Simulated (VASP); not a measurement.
# Cl2 in VASP: a series of runs

The runs below take Cl2 through single point, relaxation of the atoms, with BLYP.

All numbers are computed with VASP 6.6.1; they aren't measurements. Logs are shortened: lines on timing, memory, paths and dates and some standing lists are left out, and cuts for length are marked.

### 1 The cell of the first run

The cell holds a molecule in a box, 2 atoms: a = 12.000 Å, b = 12.300 Å, c = 12.600 Å, α = 90.00°, β = 90.00°, γ = 90.00°.

### 2 Single point, BLYP

INCAR reads:

```
SYSTEM = Cl
  PREC = Accurate
  ENCUT = 520
  EDIFF = 1E-7
  ISMEAR = -1
  SIGMA = 0.01
  LREAL = .False.
  LASPH = .True.
  NELM = 60
  ALGO = Normal
  ISIF = 2
  LWAVE = .False.
  LCHARG = .False.
  GGA = B5
  ALDAX = 1.0
  AGGAX = 1.0
  AGGAC = 1.0
  ALDAC = 0.0
  NBANDS = 14
```

KPOINTS reads:

```
Automatic mesh
0
Gamma
  1 1 1
  0 0 0
```

POSCAR reads:

```
Cl
1.0
   12.0000000000      0.0000000000      0.0000000000
    0.0000000000     12.3000000000      0.0000000000
    0.0000000000      0.0000000000     12.6000000000
Cl
2
Direct
    0.5000000000      0.5000000000      0.4191178268
    0.5000000000      0.5000000000      0.5808821732
```

Potentials or basis: VASP PAW PBE potentials, release 64 (Cl).

Launch:

```bash
cat potpaw_PBE.64/Cl/POTCAR > POTCAR
mpirun -np 1 vasp_gam > vasp.out
```

OUTCAR:

```text
SYSTEM = Cl
   PREC = Accurate
   ENCUT = 520
   EDIFF = 1E-7
   ISMEAR = -1
   LREAL = .False.
   LASPH = .True.
   NELM = 60
   ISIF = 2
   GGA = B5

 ion  position               nearest neighbor table
   1  0.500  0.500  0.419-   2 2.04
   2  0.500  0.500  0.581-   1 2.04

  LATTYP: Found a simple orthorhombic cell.
 ALAT       =    12.0000000000
 B/A-ratio  =     1.0250000000
 C/A-ratio  =     1.0500000000

  Lattice vectors:

 A1 = (  12.0000000000,   0.0000000000,   0.0000000000)
 A2 = (   0.0000000000,  12.3000000000,   0.0000000000)
 A3 = (   0.0000000000,   0.0000000000,  12.6000000000)

Analysis of symmetry for initial positions (statically):
=====================================================================
 Subroutine PRICEL returns:
 Original cell was already a primitive cell.

 Routine SETGRP: Setting up the symmetry group for a
 simple orthorhombic supercell.

 Subroutine GETGRP returns: Found  8 space group operations
 (whereof  8 operations were pure point group operations)
 out of a pool of  8 trial point group operations.

The static configuration has the point symmetry D_2h.

Analysis of symmetry for dynamics (positions and initial velocities):
=====================================================================
 Subroutine PRICEL returns:
 Original cell was already a primitive cell.

 Routine SETGRP: Setting up the symmetry group for a
 simple orthorhombic supercell.

 Subroutine GETGRP returns: Found  8 space group operations
 (whereof  8 operations were pure point group operations)
 out of a pool of  8 trial point group operations.

The dynamic configuration has the point symmetry D_2h.

 Subroutine INISYM returns: Found  8 space group operations
 (whereof  8 operations are pure point group operations),
 and found     1 'primitive' translations

----------------------------------------------------------------------------------------

                                     Primitive cell

  volume of cell :    1859.7600

  direct lattice vectors                    reciprocal lattice vectors
    12.000000000  0.000000000  0.000000000     0.083333333  0.000000000  0.000000000
     0.000000000 12.300000000  0.000000000     0.000000000  0.081300813  0.000000000
     0.000000000  0.000000000 12.600000000     0.000000000  0.000000000  0.079365079

  length of vectors
    12.000000000 12.300000000 12.600000000     0.083333333  0.081300813  0.079365079

  position of ions in fractional coordinates (direct lattice)
     0.500000000  0.500000000  0.419117827
     0.500000000  0.500000000  0.580882173

  ion indices of the primitive-cell ions
   primitive index   ion index
                 1           1
                 2           2

----------------------------------------------------------------------------------------

 KPOINTS: Automatic mesh

Automatic generation of k-mesh.
 Grid dimensions read from file:
 generate k-points for:    1    1    1

 Generating k-lattice:

  Cartesian coordinates                     Fractional coordinates (reciprocal lattice)
     0.083333333  0.000000000  0.000000000     1.000000000  0.000000000  0.000000000
     0.000000000  0.081300813  0.000000000     0.000000000  1.000000000  0.000000000
     0.000000000  0.000000000  0.079365079     0.000000000  0.000000000  1.000000000

  Length of vectors
     0.083333333  0.081300813  0.079365079

  Shift w.r.t. Gamma in fractional coordinates (k-lattice)
     0.000000000  0.000000000  0.000000000

 Subroutine IBZKPT returns following result:
 ===========================================

 Found      1 irreducible k-points:

 Following reciprocal coordinates:
            Coordinates               Weight
  0.000000  0.000000  0.000000      1.000000
   k-points           NKPTS =      1   k-points in BZ     NKDIM =      1   number of bands    NBANDS=     14
   number of dos      NEDOS =    301   number of ions     NIONS =      2
   total plane-waves  NPLWV = 829440
   dimension x,y,z NGX =    90 NGY =   96 NGZ =   96
   dimension x,y,z NGXF=   180 NGYF=  192 NGZF=  192
   ions per type =               2
   NGX,Y,Z   is equivalent  to a cutoff of  12.47, 12.98, 12.67 a.u.
   NGXF,Y,Z  is equivalent  to a cutoff of  24.94, 25.95, 25.33 a.u.
 SYSTEM =  Cl
   PREC   = accura    normal or accurate (medium, high low for compatibility)
   ISTART =      0    job   : 0-new  1-cont  2-samecut
   ICHARG =      2    charge: 1-file 2-atom 10-const
   ISPIN  =      1    spin polarized calculation?
   LNONCOLLINEAR =      F non collinear calculations
   LSORBIT =      F    spin-orbit coupling
   LASPH  =      T    aspherical Exc in radial PAW
   ENCUT  =  520.0 eV  38.22 Ry    6.18 a.u.  22.31 22.87 23.43*2*pi/ulx,y,z
   NELM   =     60;   NELMIN=  2; NELMDL= -5     # of ELM steps
   EDIFF  = 0.1E-06   stopping-criterion for ELM
   LREAL  =      F    real-space projection
   EDIFFG = 0.1E-05   stopping-criterion for IOM
   NSW    =      0    number of steps for IOM
   IBRION =     -1    ionic relax: 0-MD 1-quasi-New 2-CG
   NFREE  =      0    steps in history (QN), initial steepest desc. (CG)
   ISIF   =      2    stress and relaxation
   ISYM   =      2    0-nonsym 1-usesym 2-fastsym
   POTIM  = 0.5000    time-step for ionic-motion
   TEBEG  =    0.0;   TEEND  =   0.0 temperature during run
   PSTRESS=    0.0 pullay stress
   NELECT =      14.0000    total number of electrons
   NUPDOWN=      -1.0000    fix difference up-down
   EMIN   =  10.00;   EMAX   =-10.00  energy-range for DOS
   EFERMI =   0.00;   METHOD = LEGACY
   ISMEAR =    -1;   SIGMA  =   0.01  broadening in eV -4-tet -1-fermi 0-gaus
   EFERMI_NEDOS =   21; number of points for ismear=-14 and -15
   IALGO  =     38    algorithm
   IMIX   =      4    mixing-type and parameters
     AMIX     =   0.40;   BMIX     =  1.00
     AMIX_MAG =   1.60;   BMIX_MAG =  1.00
  volume/ion in A,a.u.               =     929.88      6275.14
  Fermi-wavevector in a.u.,A,eV,Ry     =   0.320847  0.606314  1.400625  0.102943
  Thomas-Fermi vector in A             =   1.207823
   LORBIT       =      0    0 simple, 1 ext, 2 COOP (PROOUT), +10 PAW based schemes
   GGA     = B5    functional components
   LHFCALC =     F    Hartree Fock is set to
   AEXX    =    0.0000 exact exchange contribution
   IVDW    =     0    specifies the selected vdW correction
   LEPSILON=     F    determine dielectric tensor
   LRPA    =     F    only Hartree local field effects (RPA)
 non-spin polarized calculation
  energy-cutoff  :      520.00
  volume of cell :     1859.76
 maximum number of plane-waves:     25042
 NGX is ok and might be reduce to    90
   NGX = 45   NGY = 45   NGZ = 47

 number of electron      14.0000001 magnetization

 Free energy of the ion-electron system (eV)
  ---------------------------------------------------
  ext. energy  EPLUGINS =         0.00000000
  ---------------------------------------------------
  free energy    TOTEN  =        -3.21853928 eV

  energy without entropy =       -3.21853928  energy(sigma->0) =       -3.21853928

 E-fermi :  -6.7520     XC(G=0):  -0.4762

 val. band max:       -7.0540812634   @ k =   0.0000   0.0000   0.0000
 cond. band min:      -4.3117460770   @ k =   0.0000   0.0000   0.0000
 fundamental gap:      2.7423351864
 Fermi energy:        -6.7520421345

 k-point     1 :       0.0000    0.0000    0.0000
  band No.  band energies     occupation
      1     -22.8504      2.00000
      2     -19.0382      2.00000
      3     -11.4923      2.00000
      4      -9.4563      2.00000
      5      -9.4563      2.00000
      6      -7.0541      2.00000
      7      -7.0541      2.00000
      8      -4.3117      0.00000
      9      -0.2811      0.00000
     10       0.6655      0.00000
     11       0.7708      0.00000
     12       0.8609      0.00000
     13       0.8973      0.00000
     14       0.9557      0.00000

------------------------ aborting loop because EDIFF is reached ----------------------------------------

  FORCE on cell =-STRESS in cart. coord.  units (eV):
  Direction    XX          YY          ZZ          XY          YZ          ZX
  --------------------------------------------------------------------------------------
  -------------------------------------------------------------------------------------
  Total       -0.0615520     -0.0618505     -0.4115611     -0.0000000      0.0000000      0.0000000
  in kB       -0.0530269     -0.0532840     -0.3545586     -0.0000000      0.0000000      0.0000000
  external PRESSURE =      -0.1536231 kB  Pullay stress =       0.0000000 kB

 VOLUME and BASIS-vectors are now :
 -----------------------------------------------------------------------------
  energy-cutoff  :      520.00
  volume of cell :     1859.76
      direct lattice vectors                 reciprocal lattice vectors
    12.000000000  0.000000000  0.000000000     0.083333333  0.000000000  0.000000000
     0.000000000 12.300000000  0.000000000     0.000000000  0.081300813  0.000000000
     0.000000000  0.000000000 12.600000000     0.000000000  0.000000000  0.079365079

 POSITION                                       TOTAL-FORCE (eV/Angst)
 -----------------------------------------------------------------------------------
      6.00000      6.15000      5.28088         0.000000      0.000000      0.176743
      6.00000      6.15000      7.31912         0.000000      0.000000     -0.176743
 -----------------------------------------------------------------------------------
    total drift:                                0.000000     -0.000000      0.000000

  FREE ENERGIE OF THE ION-ELECTRON SYSTEM (eV)
  ---------------------------------------------------
  free  energy   TOTEN  =        -3.2185392833 eV

  energy  without entropy=       -3.2185392833  energy(sigma->0) =       -3.21853928
```

Wall time 7 min (1 thread of Intel Xeon Platinum 8259CL at 2.50GHz (Skylake/Cascade Lake), shared host); peak memory 1.3 GiB.

Results:

```yaml
Free_energy: -3.2185 eV
Largest_force: 0.177 eV/Å
Gap_between_the_frontier_levels: 2.74 eV
```

Forces in eV/Å, atoms in the order of the input:
```
Cl   0.000  0.000  0.177
Cl   0.000  0.000 -0.177
```

Caveat: the PAW data sets were made with another functional, which shifts forces and pressure a little.

### 3 Relaxation of the atoms, BLYP

INCAR reads:

```
PREC = Accurate ; ENCUT = 520
EDIFF = 1E-7 ; ISMEAR = -1
SIGMA = 0.01 ; LREAL = False
LASPH = True ; NELM = 60
ALGO = Normal ; ISIF = 2
LWAVE = False ; LCHARG = False
GGA = B5 ; ALDAX = 1.0
AGGAX = 1.0 ; AGGAC = 1.0
ALDAC = 0.0 ; IBRION = 2
NSW = 80 ; EDIFFG = -0.01
```

KPOINTS reads:

```
Automatic mesh
0
Gamma
  1 1 1
```

POSCAR reads:

```
Cl
1.0
   12.0000000000      0.0000000000      0.0000000000
    0.0000000000     12.3000000000      0.0000000000
    0.0000000000      0.0000000000     12.6000000000
Cl
2
Direct
    0.5000000000      0.5000000000      0.4206349206
    0.5000000000      0.5000000000      0.5793650794
```

Potentials or basis: VASP PAW PBE potentials, release 64 (Cl).

Launch:

```bash
cat potpaw_PBE.64/Cl/POTCAR > POTCAR
mpirun -np 1 vasp_gam > vasp.out
```

It took 14 min on 1 thread of Intel Xeon Platinum 8259CL at 2.50GHz (Skylake/Cascade Lake), shared host; peak memory 1.5 GiB.

Results (log left out):

* Free energy: -3.2195 eV
* Energy gained by relaxing: 3.1 meV/atom
* Ionic steps: 3
* Gap between the frontier levels: 2.81 eV

The path:
```csv
step,energy change (eV),largest force (eV/Å),pressure (GPa)
1,0.0000,0.4698,0.02
2,-0.0035,0.2849,-0.02
3,-0.0062,0.0010,0.00
```

Final structure:
```yaml
crystal:
  lattice:
    - [12.00000, 0.00000, 0.00000]
    - [0.00000, 12.30000, 0.00000]
    - [0.00000, 0.00000, 12.60000]
  atoms:
    - { symbol: Cl, position: [0.50000, 0.50000, 0.41956] }
    - { symbol: Cl, position: [0.50000, 0.50000, 0.58044] }
```

Levels at points of the mesh, in eV from the valence-band top:
```tsv
k point	band 4	band 5	band 6	band 7	band 8	band 9	band 10	band 11
(0.00, 0.00, 0.00)	-2.46	-2.46	0.00	0.00	2.81	6.75	7.69	7.81
```

Caveat: the PAW data sets were made with another functional, which shifts forces and pressure a little.
